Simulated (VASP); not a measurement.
Write the native input for VASP 6.6.1 that does the following.

| Item | Value |
| --- | --- |
| Task | single point |
| Functional | PBE |
| Potentials or basis | VASP PAW PBE potentials, release 64 (Ti_sv, Nb_sv, C) |
| Cutoff | 520 eV |
| k mesh | 12 × 12 × 12 |
| Occupations | gaussian, width 0.1 eV |
| Spin | no spin polarisation |
| Dipole correction | no |
| Further INCAR settings | ALGO = Normal; EDIFF = 1e-06; NBANDS = 34 |

The structure of Ti2NbC3 lies in POSCAR:

```
Ti2NbC3
1.0
   -2.1492791050      2.1492791050      4.1742282851
    2.1492791050     -2.1492791050      4.1742282851
    2.1492791050      2.1492791050     -4.1742282851
Ti Nb C
2 1 3
Direct
    0.2500000000      0.7500000000      0.5000000000
    0.7500000000      0.2500000000      0.5000000000
    0.0000000000      0.0000000000      0.0000000000
    0.5000000000      0.0000000000      0.5000000000
    0.0000000000      0.5000000000      0.5000000000
    0.5000000000      0.5000000000      0.0000000000
```

The input as run:

INCAR

```
PREC = Accurate
ENCUT = 520
EDIFF = 1E-6
ISMEAR = 0
SIGMA = 0.1
LREAL = False
LASPH = True
NELM = 60
ALGO = Normal
ISIF = 2
LWAVE = False
LCHARG = False
GGA = PE
NBANDS = 34
```

KPOINTS

```
regular mesh
0
Gamma
  12 12 12
```

Potentials or basis: VASP PAW PBE potentials, release 64 (Ti_sv, Nb_sv, C).

Launch:

```sh
$ cat potpaw_PBE.64/Ti_sv/POTCAR potpaw_PBE.64/Nb_sv/POTCAR potpaw_PBE.64/C/POTCAR > POTCAR
$ mpirun -np 1 vasp_std > vasp.out
```

It gave:

```yaml
Pressure: -0.1 GPa
```

It took 5.8 min on 1 thread of AMD EPYC 9R45 96-Core Processor (Zen 5), on a shared host, peak memory 0.49 GiB.
